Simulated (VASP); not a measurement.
# BiTe: single point with PBE

BiTe:

```
Bi Te
1.0
     0.00000    3.23500    3.23500
     3.23500    0.00000    3.23500
     3.23500    3.23500    0.00000
Bi Te
1 1
Direct
  0.00000 0.00000 0.00000
  0.50000 0.50000 0.50000
```

- Program: VASP 6.6.1
- Task: single point
- Functional: PBE
- Potentials or basis: VASP PAW PBE potentials, release 64 (Bi_d, Te)
- Cutoff: 520 eV
- k mesh: 7 × 7 × 7
- Occupations: gaussian, width 0.012 eV
- Spin: no spin polarisation
- Dipole correction: no
- Further INCAR settings: ALGO = Normal; EDIFF = 1e-06; NBANDS = 18

```yaml
Pressure: 1.0 GPa
```

Levels at points of the mesh, in eV from the Fermi level:
```tsv
k point	band 7	band 8	band 9	band 10	band 11	band 12	band 13	band 14
(0.00, 0.00, 0.00)	-8.16	-2.57	-2.57	-2.57	2.12	2.12	2.12	4.64
```

Wall time 11 s on 1 thread of Intel(R) Xeon(R) 6975P-C (Granite Rapids) (shared host), peak memory 0.21 GiB.

Caveat: spin-orbit coupling is left out, which moves the levels of the heavy elements.
